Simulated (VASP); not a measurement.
BeS (rocksalt type), 2 atoms in the cell. The structure is cubic, space group Fm-3m (No. 225). The conventional cell has a = 4.229 Å, b = 4.229 Å, c = 4.229 Å, α = 90.00°, β = 90.00°, γ = 90.00°. Be (site symmetry m-3m) has 6 S at 2.11 Å within 2.8 Å. Within 2.8 Å of S (site symmetry m-3m) lie 6 Be at 2.11 Å.  This cell differs from its parent crystal: volume scaled by 0.8.

- Program: VASP 6.6.1
- Task: single point
- Functional: LDA
- Potentials or basis: VASP PAW LDA potentials, release 64 (Be, S)
- Cutoff: 600 eV
- k mesh: 17 × 17 × 17
- Occupations: fermi-dirac, width 0.08 eV
- Spin: no spin polarisation
- Dipole correction: no
- Further INCAR settings: ALGO = Normal; EDIFF = 1e-06; NBANDS = 11

Potentials or basis: VASP PAW LDA potentials, release 64 (Be, S).

Command:

```console
$ cat potpaw_LDA.64/Be/POTCAR potpaw_LDA.64/S/POTCAR > POTCAR
$ mpirun -np 1 vasp_std > vasp.out
```

Hardware: 1 thread of Intel Xeon 8259CL, with other jobs on the host.

Task: How long does it take, and how much memory?

Result: Run time: 26 s on 1 thread of Intel Xeon 8259CL, on a shared host, peak memory 0.15 GiB. Counts: scf iterations 10, k points 165.
